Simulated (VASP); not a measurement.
# NaH in VASP: settings compared, part 3 of 3

VASP 6.6.1. Earlier steps stand in the parts before.

## (4) Single point, r2SCAN (strain along [111] +2.3%)

Input file POSCAR:

```
NaH
1.0
    0.0374011917      2.4349134789      2.4349134789
    2.4349134789      0.0374011917      2.4349134789
    2.4349134789      2.4349134789      0.0374011917
Na H
1 1
Direct
    0.0000000000      0.0000000000      0.0000000000
    0.5000000000      0.5000000000      0.5000000000
```

Input file INCAR.step1:

```
ALGO = Normal
EDIFF = 1E-4
ENCUT = 520
GGA = PE
ISMEAR = 0
LASPH = T
LCHARG = F
LREAL = F
LWAVE = T
NBANDS = 11
NELM = 80
PREC = Accurate
SIGMA = 0.01
```

Input file INCAR.step2:

```
ALGO = Normal
EDIFF = 1E-7
ENCUT = 520
ISIF = 2
ISMEAR = 0
ISTART = 1
LASPH = T
LCHARG = T
LELF = T
LMIXTAU = T
LREAL = F
LVHAR = T
LWAVE = F
METAGGA = R2SCAN
NBANDS = 11
NELM = 80
PREC = Accurate
SIGMA = 0.01
```

Input file KPOINTS:

```
k-points
0
Gamma
  10 10 10
```

Potentials or basis: VASP PAW PBE potentials, release 64 (Na_pv, H).

The run is started by

```bash
$ cat potpaw_PBE.64/Na_pv/POTCAR potpaw_PBE.64/H/POTCAR > POTCAR
$ cp INCAR.step1 INCAR
$ mpirun -np 1 vasp_std > vasp.out
$ cp INCAR.step2 INCAR
$ mpirun -np 1 vasp_std > vasp.out
```

OUTCAR:

```text
EDIFF = 1E-7
   ENCUT = 520
   ISIF = 2
   ISMEAR = 0
   ISTART = 1
   LASPH = T
   LREAL = F
   METAGGA = R2SCAN
   NELM = 80
   PREC = Accurate

 ion  position               nearest neighbor table
   1  0.000  0.000  0.000-
   2  0.500  0.500  0.500-

  LATTYP: Found a trigonal (rhomboedric) cell.
 ALAT       =     3.4436907742
 COS(alpha) =     0.5152995879

  Lattice vectors:

 A1 = (   0.0374011917,   2.4349134789,   2.4349134789)
 A2 = (   2.4349134789,   0.0374011917,   2.4349134789)
 A3 = (   2.4349134789,   2.4349134789,   0.0374011917)

Analysis of symmetry for initial positions (statically):
=====================================================================
 Subroutine PRICEL returns:
 Original cell was already a primitive cell.

 Routine SETGRP: Setting up the symmetry group for a
 trigonal (rhombohedral) supercell.

 Subroutine GETGRP returns: Found 12 space group operations
 (whereof 12 operations were pure point group operations)
 out of a pool of 12 trial point group operations.

The static configuration has the point symmetry D_3d.

Analysis of symmetry for dynamics (positions and initial velocities):
=====================================================================
 Subroutine PRICEL returns:
 Original cell was already a primitive cell.

 Routine SETGRP: Setting up the symmetry group for a
 trigonal (rhombohedral) supercell.

 Subroutine GETGRP returns: Found 12 space group operations
 (whereof 12 operations were pure point group operations)
 out of a pool of 12 trial point group operations.

The dynamic configuration has the point symmetry D_3d.

 Subroutine INISYM returns: Found 12 space group operations
 (whereof 12 operations are pure point group operations),
 and found     1 'primitive' translations

----------------------------------------------------------------------------------------

                                     Primitive cell

  volume of cell :      28.2071

  direct lattice vectors                    reciprocal lattice vectors
     0.037401192  2.434913479  2.434913479    -0.210138997  0.206960013  0.206960013
     2.434913479  0.037401192  2.434913479     0.206960013 -0.210138997  0.206960013
     2.434913479  2.434913479  0.037401192     0.206960013  0.206960013 -0.210138997

  length of vectors
     3.443690774  3.443690774  3.443690774     0.360309994  0.360309994  0.360309994

  position of ions in fractional coordinates (direct lattice)
     0.000000000  0.000000000  0.000000000
     0.500000000  0.500000000  0.500000000

  ion indices of the primitive-cell ions
   primitive index   ion index
                 1           1
                 2           2

----------------------------------------------------------------------------------------

 KPOINTS: k-points

Automatic generation of k-mesh.
 Grid dimensions read from file:
 generate k-points for:   10   10   10

 Generating k-lattice:

  Cartesian coordinates                     Fractional coordinates (reciprocal lattice)
    -0.021013900  0.020696001  0.020696001     0.100000000  0.000000000  0.000000000
     0.020696001 -0.021013900  0.020696001     0.000000000  0.100000000  0.000000000
     0.020696001  0.020696001 -0.021013900     0.000000000  0.000000000  0.100000000

  Length of vectors
     0.036030999  0.036030999  0.036030999

  Shift w.r.t. Gamma in fractional coordinates (k-lattice)
     0.000000000  0.000000000  0.000000000

 Subroutine IBZKPT returns following result:
 ===========================================

 Found    116 irreducible k-points:

 Following reciprocal coordinates:
            Coordinates               Weight
  0.000000  0.000000  0.000000      1.000000
  0.100000 -0.000000 -0.000000      6.000000
  0.200000 -0.000000 -0.000000      6.000000
  0.300000  0.000000  0.000000      6.000000
  0.400000  0.000000  0.000000      6.000000
  0.500000  0.000000 -0.000000      3.000000
[... 16 lines left out ...]
  0.300000  0.300000 -0.000000      6.000000
  0.400000  0.300000  0.000000     12.000000
 [... further k-points ...]
   k-points           NKPTS =    116   k-points in BZ     NKDIM =    116   number of bands    NBANDS=     11
   number of dos      NEDOS =    301   number of ions     NIONS =      2
   total plane-waves  NPLWV =  21952
   dimension x,y,z NGX =    28 NGY =   28 NGZ =   28
   dimension x,y,z NGXF=    56 NGYF=   56 NGZF=   56
   ions per type =               1   1
   NGX,Y,Z   is equivalent  to a cutoff of  13.52, 13.52, 13.52 a.u.
   NGXF,Y,Z  is equivalent  to a cutoff of  27.03, 27.03, 27.03 a.u.
 SYSTEM =  unknown system
   PREC   = accura    normal or accurate (medium, high low for compatibility)
   ISTART =      1    job   : 0-new  1-cont  2-samecut
   ICHARG =      0    charge: 1-file 2-atom 10-const
   ISPIN  =      1    spin polarized calculation?
   LNONCOLLINEAR =      F non collinear calculations
   LSORBIT =      F    spin-orbit coupling
   LASPH  =      T    aspherical Exc in radial PAW
   ENCUT  =  520.0 eV  38.22 Ry    6.18 a.u.   6.40  6.40  6.40*2*pi/ulx,y,z
   NELM   =     80;   NELMIN=  2; NELMDL=  0     # of ELM steps
   EDIFF  = 0.1E-06   stopping-criterion for ELM
   LREAL  =      F    real-space projection
   EDIFFG = 0.1E-05   stopping-criterion for IOM
   NSW    =      0    number of steps for IOM
   IBRION =     -1    ionic relax: 0-MD 1-quasi-New 2-CG
   NFREE  =      0    steps in history (QN), initial steepest desc. (CG)
   ISIF   =      2    stress and relaxation
   ISYM   =      2    0-nonsym 1-usesym 2-fastsym
   POTIM  = 0.5000    time-step for ionic-motion
   TEBEG  =    0.0;   TEEND  =   0.0 temperature during run
   PSTRESS=    0.0 pullay stress
   NELECT =       8.0000    total number of electrons
   NUPDOWN=      -1.0000    fix difference up-down
   EMIN   =  10.00;   EMAX   =-10.00  energy-range for DOS
   EFERMI =   0.00;   METHOD = LEGACY
   ISMEAR =     0;   SIGMA  =   0.01  broadening in eV -4-tet -1-fermi 0-gaus
   EFERMI_NEDOS =   21; number of points for ismear=-14 and -15
   IALGO  =     38    algorithm
   IMIX   =      4    mixing-type and parameters
     AMIX     =   0.40;   BMIX     =  1.00
     AMIX_MAG =   1.60;   BMIX_MAG =  1.00
  volume/ion in A,a.u.               =      14.10        95.18
  Fermi-wavevector in a.u.,A,eV,Ry     =   1.075603  2.032596 15.740890  1.156923
  Thomas-Fermi vector in A             =   2.211465
   LORBIT       =      0    0 simple, 1 ext, 2 COOP (PROOUT), +10 PAW based schemes
   METAGGA = R2SCAN    functional components
   LHFCALC =     F    Hartree Fock is set to
   AEXX    =    0.0000 exact exchange contribution
   IVDW    =     0    specifies the selected vdW correction
   LEPSILON=     F    determine dielectric tensor
   LRPA    =     F    only Hartree local field effects (RPA)
 non-spin polarized calculation
 Gauss-broadening in eV      SIGMA  =   0.01
  energy-cutoff  :      520.00
  volume of cell :       28.21
 maximum number of plane-waves:       778
 NGX is ok and might be reduce to    28
   NGX = 13   NGY = 13   NGZ = 13

 number of electron       7.9999999 magnetization

 Free energy of the ion-electron system (eV)
  ---------------------------------------------------
  ext. energy  EPLUGINS =         0.00000000
  ---------------------------------------------------
  free energy    TOTEN  =        -7.59905874 eV

  energy without entropy =       -7.59905874  energy(sigma->0) =       -7.59905874

 E-fermi :  -1.4220     XC(G=0):  -8.1393

 val. band max:       -1.4679649870   @ k =  -0.3000   0.5000   0.2000
 cond. band min:       2.7781000074   @ k =   0.5000   0.5000   0.5000
 fundamental gap:      4.2460649943
 Fermi energy:        -1.4220419145

 k-point     1 :       0.0000    0.0000    0.0000
  band No.  band energies     occupation
      1     -24.3556      2.00000
      2     -24.3556      2.00000
      3     -24.3514      2.00000
      4      -5.0041      2.00000
      5       9.9780      0.00000
      6      14.5563      0.00000
      7      15.0843      0.00000
      8      15.0843      0.00000
      9      15.3983      0.00000
     10      16.0114      0.00000
     11      16.0114      0.00000
[... 309 lines left out ...]
 k-point    24 :       0.4000    0.3000    0.0000
  band No.  band energies     occupation
      1     -24.4194      2.00000
      2     -24.3810      2.00000
      3     -24.3753      2.00000
      4      -2.5399      2.00000
      5       4.9928      0.00000
      6       8.5436      0.00000
      7      10.2921      0.00000
      8      11.4232      0.00000
      9      13.6958      0.00000
     10      20.5765      0.00000
     11      22.0567      0.00000

 [... further k-points ...]
[... 5 lines left out ...]
  --------------------------------------------------------------------------------------
  -------------------------------------------------------------------------------------
  Total       -0.1377224     -0.1377224     -0.1377224     -0.0598742     -0.0598742     -0.0598742
  in kB       -7.8227108     -7.8227108     -7.8227108     -3.4008891     -3.4008891     -3.4008891
  external PRESSURE =      -7.8227108 kB  Pullay stress =       0.0000000 kB

 VOLUME and BASIS-vectors are now :
 -----------------------------------------------------------------------------
  energy-cutoff  :      520.00
  volume of cell :       28.21
      direct lattice vectors                 reciprocal lattice vectors
     0.037401192  2.434913479  2.434913479    -0.210138997  0.206960013  0.206960013
     2.434913479  0.037401192  2.434913479     0.206960013 -0.210138997  0.206960013
     2.434913479  2.434913479  0.037401192     0.206960013  0.206960013 -0.210138997

 POSITION                                       TOTAL-FORCE (eV/Angst)
 -----------------------------------------------------------------------------------
      0.00000      0.00000      0.00000         0.000000     -0.000000      0.000000
      2.45361      2.45361      2.45361        -0.000000      0.000000     -0.000000
 -----------------------------------------------------------------------------------
    total drift:                               -0.000000     -0.000000     -0.000000

  FREE ENERGIE OF THE ION-ELECTRON SYSTEM (eV)
  ---------------------------------------------------
  free  energy   TOTEN  =        -7.5990587429 eV

  energy  without entropy=       -7.5990587429  energy(sigma->0) =       -7.59905874
```

OUTCAR.step1:

```text
EDIFF = 1E-4
   ENCUT = 520
   GGA = PE
   ISMEAR = 0
   LASPH = T
[... 558 lines left out ...]
 -----------------------------------------------------------------------------------
      0.00000      0.00000      0.00000         0.000000     -0.000000      0.000000
      2.45361      2.45361      2.45361        -0.000000      0.000000     -0.000000
 -----------------------------------------------------------------------------------
    total drift:                               -0.000000     -0.000000     -0.000000

  FREE ENERGIE OF THE ION-ELECTRON SYSTEM (eV)
  ---------------------------------------------------
  free  energy   TOTEN  =        -5.0861714354 eV

  energy  without entropy=       -5.0861714354  energy(sigma->0) =       -5.08617144
```

It took 63 s on 1 thread of Intel Xeon 6975P-C (Granite Rapids), shared host; peak memory 0.17 GiB.

What came out:

```yaml
Free_energy: -7.5991 eV
Pressure: -0.8 GPa
Band_gap_on_the_k_mesh: 4.25 eV, indirect (least direct gap 5.17 eV)
```

Caveat: the cell differs from its parent crystal (strain along [111] +2.3%); the PAW data sets were made with another functional, which shifts forces and pressure a little.

## (5) Single point, r2SCAN (shear xy strain -3.2%)

Input file POSCAR:

```
NaH
1.0
   -0.0378806941      2.3975122873      2.3975122873
    2.3975122873     -0.0378806941      2.3975122873
    2.3596315931      2.3596315931      0.0000000000
Na H
1 1
Direct
    0.0000000000      0.0000000000      0.0000000000
    0.5000000000      0.5000000000      0.5000000000
```

Input file INCAR.step1:

```
SYSTEM = NaH
ALGO = Normal
EDIFF = 1E-4
ENCUT = 520
GGA = PE
ISMEAR = 0
LASPH = .True.
LCHARG = .False.
LREAL = .False.
LWAVE = .True.
NBANDS = 11
NELM = 100
PREC = Accurate
SIGMA = 0.01
```

Input file INCAR.step2:

```
SYSTEM = NaH
ALGO = Normal
EDIFF = 1E-6
ENCUT = 520
ISIF = 2
ISMEAR = 0
ISTART = 1
LASPH = .True.
LCHARG = .False.
LMIXTAU = .True.
LREAL = .False.
LWAVE = .False.
METAGGA = R2SCAN
NBANDS = 11
NELM = 100
PREC = Accurate
SIGMA = 0.01
```

Input file KPOINTS:

```
k-points
0
Gamma
  10 10 10
  0 0 0
```

The run is started by

```bash
$ cat potpaw_PBE.64/Na_pv/POTCAR potpaw_PBE.64/H/POTCAR > POTCAR
$ cp INCAR.step1 INCAR
$ mpirun -np 1 vasp_std > vasp.out
$ cp INCAR.step2 INCAR
$ mpirun -np 1 vasp_std > vasp.out
```

Run time: 83 s. Hardware: 1 thread of Intel Xeon 6975P-C (Granite Rapids), shared host; peak memory 0.18 GiB.

The run converged. Its results:

```
Free energy            : -7.6006 eV
Pressure               : -0.2 GPa
Band gap on the k mesh : 4.33 eV, indirect (least direct gap 5.23 eV)
```

Stress tensor (GPa, compression positive):
```
-0.18  0.69  0.00
 0.69 -0.18  0.00
 0.00  0.00 -0.30
```

Levels at points of the mesh, in eV from the valence-band top:
```tsv
k point	band 1	band 2	band 3	band 4	band 5	band 6	band 7	band 8
(0.00, 0.00, 0.00)	-22.85	-22.85	-22.84	-3.60	11.66	16.17	16.56	16.93
(0.50, 0.00, 0.00)	-22.94	-22.86	-22.85	-0.90	4.33	11.99	14.07	14.39
(0.50, 0.50, 0.00)	-22.93	-22.88	-22.88	-0.16	5.25	10.78	11.15	11.97
(0.00, 0.00, 0.50)	-22.95	-22.86	-22.85	-0.76	4.52	11.75	13.77	14.08
(0.50, 0.00, 0.50)	-22.93	-22.88	-22.88	-0.16	5.26	10.81	11.55	11.55
```

Caveat: the cell differs from its parent crystal (shear xy strain -3.2%); the PAW data sets were made with another functional, which shifts forces and pressure a little.

## (6) Summary

```csv
level,cell,smearing,gap on the mesh (eV),pressure (GPa)
r2SCAN,"a = 3.292, b = 3.292, c = 3.190 Å, angles 61.0, 61.0, 58.0°, 2 atoms",gaussian 0.01 eV,4.62,3.8
PBE,"a = 3.391, b = 3.391, c = 3.337 Å, angles 60.5, 60.5, 61.0°, 2 atoms",fermi-dirac 0.02 eV,3.72,0.5
r2SCAN,"a = 3.444 Å, angles 59.0°, 2 atoms",gaussian 0.01 eV,4.25,-0.8
r2SCAN,"a = 3.391, b = 3.391, c = 3.337 Å, angles 60.5, 60.5, 61.0°, 2 atoms",gaussian 0.01 eV,4.33,-0.2
```

Alike in all rows: task single point; potentials or basis VASP PAW PBE potentials, release 64 (Na_pv, H); no spin polarisation; k mesh 10 × 10 × 10; cutoff (eV) 520.

Caveats: the PAW data sets were made with another functional, which shifts forces and pressure a little (some runs).

Total energies depend on the potentials used, so only differences within one code and one set of settings carry meaning.
